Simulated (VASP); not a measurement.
A run of VASP 6.6.1 is set up as follows.

Contents of INCAR:

```
SYSTEM = Ge4Pd
PREC     = Accurate       ! precision mode
ENCUT    = 520            ! plane-wave cutoff, eV
EDIFF    = 1E-7           ! SCF threshold, eV
ISMEAR   = 0              ! smearing method
SIGMA    = 0.1            ! smearing width, eV
LREAL    = .FALSE.        ! projectors in reciprocal space
LASPH    = .TRUE.         ! aspherical terms in the spheres
NELM     = 100            ! most SCF steps
ALGO     = Normal         ! electronic algorithm
ISIF     = 2              ! what is computed and relaxed
LWAVE    = .FALSE.        ! write WAVECAR
LCHARG   = .TRUE.         ! write CHGCAR
GGA      = PE             ! functional
LELF     = .TRUE.         ! ELF
LVHAR    = .TRUE.       
NBANDS   = 41             ! bands
```

KPOINTS

```
Automatic mesh
0
G
  10 10 6
  0 0 0
```

POSCAR

```
Ge4Pd
1.0
    4.0835980427      0.0000000000      0.0000000000
    0.0000000000      4.0835980427      0.0000000000
    0.0000000000      0.0000000000      5.8744432248
Ge Pd
4 1
Direct
    0.0000000000      0.5000000000      0.7202716897
    0.5000000000      0.0000000000      0.7202716897
    0.0000000000      0.5000000000      0.2797283103
    0.5000000000      0.0000000000      0.2797283103
    0.0000000000      0.0000000000      0.0000000000
```

Potentials or basis: VASP PAW PBE potentials, release 64 (Ge_d, Pd).

Run with:

```console
$ cat potpaw_PBE.64/Ge_d/POTCAR potpaw_PBE.64/Pd/POTCAR > POTCAR
$ mpirun -np 1 vasp_std > vasp.out
```

Problem. Estimate the largest force.

Solution. 0.005 eV/Å.

Problem. Estimate the band gap on the k mesh.

Solution. Zero (bands 33 and 34 overlap by 3.17 eV).

Problem. What does it give for the pressure?

Solution. 0.1 GPa.

Forces in eV/Å, atoms in the order of the input:
```
Ge   0.000  0.000 -0.005
Ge   0.000  0.000 -0.005
Ge   0.000  0.000  0.005
Ge   0.000  0.000  0.005
Pd   0.000  0.000  0.000
```
